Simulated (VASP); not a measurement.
# Ga (C2/c) in VASP: notebook

Ga is run at these levels: PBEsol; tasks: single point.

All numbers are computed with VASP 6.6.1; they aren't measurements. Logs are shortened: lines on timing, memory, paths and dates and some standing lists are left out, and cuts for length are marked.

## (1) The cell of the first run

Symmetry: C2/c, No. 15, monoclinic system. The conventional cell has a = 2.683 Å, b = 7.811 Å, c = 3.332 Å, α = 90.00°, β = 91.96°, γ = 90.00°. Ga (site symmetry 2) has 10 Ga at 2.64 to 3.33 Å within 3.5 Å.

## (2) Single point, PBEsol (equal xx and yy strain of -3 %)

File INCAR:

```
SYSTEM = Ga
PREC     = Accurate       ! precision mode
ENCUT    = 520            ! plane-wave cutoff, eV
EDIFF    = 1E-6           ! SCF threshold, eV
ISMEAR   = -1             ! smearing method
SIGMA    = 0.03           ! smearing width, eV
LREAL    = .False.        ! projectors in reciprocal space
LASPH    = .True.         ! aspherical terms in the spheres
NELM     = 60             ! most SCF steps
ALGO     = Normal         ! electronic algorithm
ISIF     = 2              ! what is computed and relaxed
LWAVE    = .False.        ! write WAVECAR
LCHARG   = .False.        ! write CHGCAR
GGA      = PS             ! functional
NBANDS   = 20             ! bands
```

File KPOINTS:

```
Automatic mesh
0
Gamma
  14 14 11
  0 0 0
```

File POSCAR:

```
Ga
1.0
    1.3415100000     -3.9057050000      0.0000000000
    1.3415100000      3.9057050000      0.0000000000
   -0.1139265000      0.0000000000      3.3299300000
Ga
2
Direct
    0.8690000000      0.1310000000      0.2500000000
    0.1310000000      0.8690000000      0.7500000000
```

Potentials or basis: VASP PAW PBE potentials, release 64 (Ga_d).

Command:

```
> cat potpaw_PBE.64/Ga_d/POTCAR > POTCAR
> mpirun -np 1 vasp_std > vasp.out
```

OUTCAR:

```text
SYSTEM = Ga
   PREC = Accurate
   ENCUT = 520
   EDIFF = 1E-6
   ISMEAR = -1
   LREAL = .False.
   LASPH = .True.
   NELM = 60
   ISIF = 2
   GGA = PS

 ion  position               nearest neighbor table
   1  0.869  0.131  0.250-   2 2.64   2 2.64   2 2.81   2 2.81   2 2.86   2 2.86
   2  0.131  0.869  0.750-   1 2.64   1 2.64   1 2.81   1 2.81   1 2.86   1 2.86

  LATTYP: Found a base centered monoclinic cell.
 ALAT       =     2.6830200000
 B/A-ratio  =     2.9114244396
 C/A-ratio  =     1.2418387887
 COS(beta)  =    -0.0341928755

  Lattice vectors:

 A1 = (   1.3415100000,  -3.9057050000,   0.0000000000)
 A2 = (   1.3415100000,   3.9057050000,   0.0000000000)
 A3 = (  -0.1139265000,   0.0000000000,   3.3299300000)

Analysis of symmetry for initial positions (statically):
=====================================================================
 Subroutine PRICEL returns:
 Original cell was already a primitive cell.

 Routine SETGRP: Setting up the symmetry group for a
 base centered monoclinic supercell.

 Subroutine GETGRP returns: Found  4 space group operations
 (whereof  2 operations were pure point group operations)
 out of a pool of  4 trial point group operations.

The static configuration has the point symmetry S_2 .
 The point group associated with its full space group is C_2h.

Analysis of symmetry for dynamics (positions and initial velocities):
=====================================================================
 Subroutine PRICEL returns:
 Original cell was already a primitive cell.

 Routine SETGRP: Setting up the symmetry group for a
 base centered monoclinic supercell.

 Subroutine GETGRP returns: Found  4 space group operations
 (whereof  2 operations were pure point group operations)
 out of a pool of  4 trial point group operations.

The dynamic configuration has the point symmetry S_2 .
 The point group associated with its full space group is C_2h.

 Subroutine INISYM returns: Found  4 space group operations
 (whereof  2 operations are pure point group operations),
 and found     1 'primitive' translations

----------------------------------------------------------------------------------------

                                     Primitive cell

  volume of cell :      34.8946

  direct lattice vectors                    reciprocal lattice vectors
     1.341510000 -3.905705000  0.000000000     0.372714329 -0.128017861  0.012751631
     1.341510000  3.905705000  0.000000000     0.372714329  0.128017861  0.012751631
    -0.113926500  0.000000000  3.329930000     0.000000000  0.000000000  0.300306613

  length of vectors
     4.129670765  4.129670765  3.331878307     0.394293226  0.394293226  0.300306613

  position of ions in fractional coordinates (direct lattice)
     0.869000000  0.131000000  0.250000000
     0.131000000  0.869000000  0.750000000

  ion indices of the primitive-cell ions
   primitive index   ion index
                 1           1
                 2           2

----------------------------------------------------------------------------------------

 KPOINTS: Automatic mesh

Automatic generation of k-mesh.
 Grid dimensions read from file:
 generate k-points for:   14   14   11

 Generating k-lattice:

  Cartesian coordinates                     Fractional coordinates (reciprocal lattice)
     0.026622452 -0.009144133  0.000910831     0.071428571 -0.000000000  0.000000000
     0.026622452  0.009144133  0.000910831    -0.000000000  0.071428571  0.000000000
     0.000000000  0.000000000  0.027300601     0.000000000  0.000000000  0.090909091

  Length of vectors
     0.028163802  0.028163802  0.027300601

  Shift w.r.t. Gamma in fractional coordinates (k-lattice)
     0.000000000  0.000000000  0.000000000

 Subroutine IBZKPT returns following result:
 ===========================================

 Found    582 irreducible k-points:

 Following reciprocal coordinates:
            Coordinates               Weight
  0.000000  0.000000  0.000000      1.000000
  0.071429  0.000000 -0.000000      4.000000
  0.142857  0.000000 -0.000000      4.000000
  0.214286  0.000000 -0.000000      4.000000
  0.285714  0.000000 -0.000000      4.000000
  0.357143  0.000000 -0.000000      4.000000
[... 16 lines left out ...]
  0.214286  0.142857 -0.000000      4.000000
  0.285714  0.142857  0.000000      4.000000
 [... further k-points ...]
   k-points           NKPTS =    582   k-points in BZ     NKDIM =    582   number of bands    NBANDS=     20
   number of dos      NEDOS =    301   number of ions     NIONS =      2
   total plane-waves  NPLWV =  28672
   dimension x,y,z NGX =    32 NGY =   32 NGZ =   28
   dimension x,y,z NGXF=    64 NGYF=   64 NGZF=   56
   ions per type =               2
   NGX,Y,Z   is equivalent  to a cutoff of  12.88, 12.88, 13.97 a.u.
   NGXF,Y,Z  is equivalent  to a cutoff of  25.76, 25.76, 27.94 a.u.
 SYSTEM =  Ga
   PREC   = accura    normal or accurate (medium, high low for compatibility)
   ISTART =      0    job   : 0-new  1-cont  2-samecut
   ICHARG =      2    charge: 1-file 2-atom 10-const
   ISPIN  =      1    spin polarized calculation?
   LNONCOLLINEAR =      F non collinear calculations
   LSORBIT =      F    spin-orbit coupling
   LASPH  =      T    aspherical Exc in radial PAW
   ENCUT  =  520.0 eV  38.22 Ry    6.18 a.u.   7.68  7.68  6.20*2*pi/ulx,y,z
   NELM   =     60;   NELMIN=  2; NELMDL= -5     # of ELM steps
   EDIFF  = 0.1E-05   stopping-criterion for ELM
   LREAL  =      F    real-space projection
   EDIFFG = 0.1E-04   stopping-criterion for IOM
   NSW    =      0    number of steps for IOM
   IBRION =     -1    ionic relax: 0-MD 1-quasi-New 2-CG
   NFREE  =      0    steps in history (QN), initial steepest desc. (CG)
   ISIF   =      2    stress and relaxation
   ISYM   =      2    0-nonsym 1-usesym 2-fastsym
   POTIM  = 0.5000    time-step for ionic-motion
   TEBEG  =    0.0;   TEEND  =   0.0 temperature during run
   PSTRESS=    0.0 pullay stress
   NELECT =      26.0000    total number of electrons
   NUPDOWN=      -1.0000    fix difference up-down
   EMIN   =  10.00;   EMAX   =-10.00  energy-range for DOS
   EFERMI =   0.00;   METHOD = LEGACY
   ISMEAR =    -1;   SIGMA  =   0.03  broadening in eV -4-tet -1-fermi 0-gaus
   EFERMI_NEDOS =   21; number of points for ismear=-14 and -15
   IALGO  =     38    algorithm
   IMIX   =      4    mixing-type and parameters
     AMIX     =   0.40;   BMIX     =  1.00
     AMIX_MAG =   1.60;   BMIX_MAG =  1.00
  volume/ion in A,a.u.               =      17.45       117.74
  Fermi-wavevector in a.u.,A,eV,Ry     =   1.484157  2.804650 29.969846  2.202722
  Thomas-Fermi vector in A             =   2.597729
   LORBIT       =      0    0 simple, 1 ext, 2 COOP (PROOUT), +10 PAW based schemes
   GGA     = PS    functional components
   LHFCALC =     F    Hartree Fock is set to
   AEXX    =    0.0000 exact exchange contribution
   IVDW    =     0    specifies the selected vdW correction
   LEPSILON=     F    determine dielectric tensor
   LRPA    =     F    only Hartree local field effects (RPA)
 non-spin polarized calculation
  energy-cutoff  :      520.00
  volume of cell :       34.89
 maximum number of plane-waves:       953
   NGX = 15   NGY = 15   NGZ = 13

 number of electron      26.0000009 magnetization

 Free energy of the ion-electron system (eV)
  ---------------------------------------------------
  ext. energy  EPLUGINS =         0.00000000
  ---------------------------------------------------
  free energy    TOTEN  =        -6.66898574 eV

  energy without entropy =       -6.66698033  energy(sigma->0) =       -6.66798303

 E-fermi :   6.0783     XC(G=0): -11.5067

 val. band max:        6.0756270219   @ k =   0.0000   0.0000   0.3636
 cond. band min:       6.0801932812   @ k =   0.5000   0.0714   0.3636
 fundamental gap:      0.0045662593
 Fermi energy:         6.0782834030

 k-point     1 :       0.0000    0.0000    0.0000
  band No.  band energies     occupation
      1      -9.1303      2.00000
      2      -9.1177      2.00000
      3      -9.0837      2.00000
      4      -9.0631      2.00000
      5      -8.7143      2.00000
      6      -8.7124      2.00000
[... 12 lines left out ...]
     19      17.4160      0.00000
     20      19.7408      0.00000

 k-point     2 :       0.0714    0.0000   -0.0000
  band No.  band energies     occupation
      1      -9.1252      2.00000
      2      -9.1056      2.00000
      3      -9.0691      2.00000
      4      -9.0401      2.00000
      5      -8.7264      2.00000
      6      -8.7240      2.00000
[... 12 lines left out ...]
     19      17.2511      0.00000
     20      19.9910      0.00000

 k-point     3 :       0.1429    0.0000   -0.0000
  band No.  band energies     occupation
      1      -9.1111      2.00000
      2      -9.0773      2.00000
      3      -9.0302      2.00000
      4      -8.9715      2.00000
      5      -8.7618      2.00000
      6      -8.7575      2.00000
[... 12 lines left out ...]
     19      17.3628      0.00000
     20      20.6730      0.00000

 k-point     4 :       0.2143    0.0000   -0.0000
  band No.  band energies     occupation
      1      -9.0914      2.00000
      2      -9.0456      2.00000
      3      -8.9739      2.00000
      4      -8.8890      2.00000
      5      -8.8117      2.00000
      6      -8.7925      2.00000
[... 12 lines left out ...]
     19      17.5348      0.00000
     20      21.5461      0.00000

 k-point     5 :       0.2857    0.0000   -0.0000
  band No.  band energies     occupation
      1      -9.0715      2.00000
      2      -9.0169      2.00000
      3      -8.9310      2.00000
      4      -8.8921      2.00000
      5      -8.8686      2.00000
      6      -8.7637      2.00000
[... 12 lines left out ...]
     19      17.7684      0.00000
     20      20.2986      0.00000

 k-point     6 :       0.3571    0.0000   -0.0000
  band No.  band energies     occupation
      1      -9.0561      2.00000
      2      -9.0097      2.00000
      3      -8.9323      2.00000
      4      -8.9210      2.00000
      5      -8.9014      2.00000
      6      -8.7785      2.00000
[... 12 lines left out ...]
     19      17.8486      0.00000
     20      18.8004      0.00000

 k-point     7 :       0.4286    0.0000   -0.0000
  band No.  band energies     occupation
      1      -9.0463      2.00000
      2      -9.0283      2.00000
      3      -8.9618      2.00000
      4      -8.9240      2.00000
      5      -8.9060      2.00000
      6      -8.7827      2.00000
[... 12 lines left out ...]
     19      16.8044      0.00000
     20      18.3735      0.00000
[... 277 lines left out ...]
 k-point    20 :      -0.1429    0.0714    0.0000
  band No.  band energies     occupation
      1      -9.1148      2.00000
      2      -9.1121      2.00000
      3      -9.0723      2.00000
      4      -9.0156      2.00000
      5      -8.7449      2.00000
      6      -8.7371      2.00000
[... 12 lines left out ...]
     19      17.0845      0.00000
     20      20.8885      0.00000

 k-point    21 :      -0.0714    0.0714    0.0000
  band No.  band energies     occupation
      1      -9.1250      2.00000
      2      -9.1238      2.00000
      3      -9.0858      2.00000
      4      -9.0474      2.00000
      5      -8.7256      2.00000
      6      -8.7202      2.00000
[... 12 lines left out ...]
     19      17.9112      0.00000
     20      19.4086      0.00000

 k-point    22 :       0.1429    0.1429    0.0000
  band No.  band energies     occupation
      1      -9.0904      2.00000
      2      -9.0270      2.00000
      3      -8.9369      2.00000
      4      -8.8539      2.00000
      5      -8.8295      2.00000
      6      -8.8017      2.00000
[... 12 lines left out ...]
     19      18.6310      0.00000
     20      21.0098      0.00000

 k-point    23 :       0.2143    0.1429   -0.0000
  band No.  band energies     occupation
      1      -9.0805      2.00000
      2      -9.0011      2.00000
      3      -8.9714      2.00000
      4      -8.8713      2.00000
      5      -8.8577      2.00000
      6      -8.8256      2.00000
[... 12 lines left out ...]
     19      18.7061      0.00000
     20      19.9411      0.00000

 k-point    24 :       0.2857    0.1429    0.0000
  band No.  band energies     occupation
      1      -9.0733      2.00000
      2      -9.0180      2.00000
      3      -8.9676      2.00000
      4      -8.9085      2.00000
      5      -8.8662      2.00000
      6      -8.8260      2.00000
[... 12 lines left out ...]
     19      17.7687      0.00000
     20      18.5793      0.00000

 [... further k-points ...]

------------------------ aborting loop because EDIFF is reached ----------------------------------------

  FORCE on cell =-STRESS in cart. coord.  units (eV):
  Direction    XX          YY          ZZ          XY          YZ          ZX
  --------------------------------------------------------------------------------------
  -------------------------------------------------------------------------------------
  Total        0.5072584      0.5776321      0.1716278      0.0000000      0.0000000      0.0528023
  in kB       23.2906365     26.5218290      7.8802448      0.0000000      0.0000000      2.4244032
  external PRESSURE =      19.2309034 kB  Pullay stress =       0.0000000 kB

 VOLUME and BASIS-vectors are now :
 -----------------------------------------------------------------------------
  energy-cutoff  :      520.00
  volume of cell :       34.89
      direct lattice vectors                 reciprocal lattice vectors
     1.341510000 -3.905705000  0.000000000     0.372714329 -0.128017861  0.012751631
     1.341510000  3.905705000  0.000000000     0.372714329  0.128017861  0.012751631
    -0.113926500  0.000000000  3.329930000     0.000000000  0.000000000  0.300306613

 POSITION                                       TOTAL-FORCE (eV/Angst)
 -----------------------------------------------------------------------------------
      1.31303     -2.88241      0.83248        -0.000000      0.170599     -0.000000
      1.25607      2.88241      2.49745         0.000000     -0.170599      0.000000
 -----------------------------------------------------------------------------------
    total drift:                                0.000000      0.000000     -0.000000

  FREE ENERGIE OF THE ION-ELECTRON SYSTEM (eV)
  ---------------------------------------------------
  free  energy   TOTEN  =        -6.6689857386 eV

  energy  without entropy=       -6.6669803283  energy(sigma->0) =       -6.66798303
```

Wall time 2.9 min (1 thread of Intel Xeon 6975P-C (Granite Rapids), shared host); peak memory 0.42 GiB.

What came out:

```yaml
Free_energy: -6.6690 eV
Pressure: 1.9 GPa
Largest_force: 0.171 eV/Å
Band_gap_on_the_k_mesh: zero (bands 13 and 14 overlap by 8.41 eV)
```

Forces on the atoms (eV/Å):
```
Ga   0.000  0.171  0.000
Ga   0.000 -0.171  0.000
```

Stress tensor (GPa, compression positive):
```
2.33 0.00 0.24
0.00 2.65 0.00
0.24 0.00 0.79
```

Levels at points of the mesh, in eV from the Fermi level:
```
           k point  band 10  band 11  band 12  band 13  band 14  band 15  band 16  band 17
(0.00, 0.00, 0.00)   -14.59   -11.71    -2.10    -1.36     1.14     5.10    10.41    10.60
(0.50, 0.00, 0.00)   -14.60    -6.02    -5.22    -1.31     0.32     5.76     6.89     8.48
(0.50, 0.50, 0.00)   -14.66    -9.44    -8.90     3.68     4.31     5.66     5.93     8.28
```

Caveat: the cell differs from its parent crystal (equal xx and yy strain of -3 %); the PAW data sets were made with another functional, which shifts forces and pressure a little.

(Continued in part 2 of 2.)
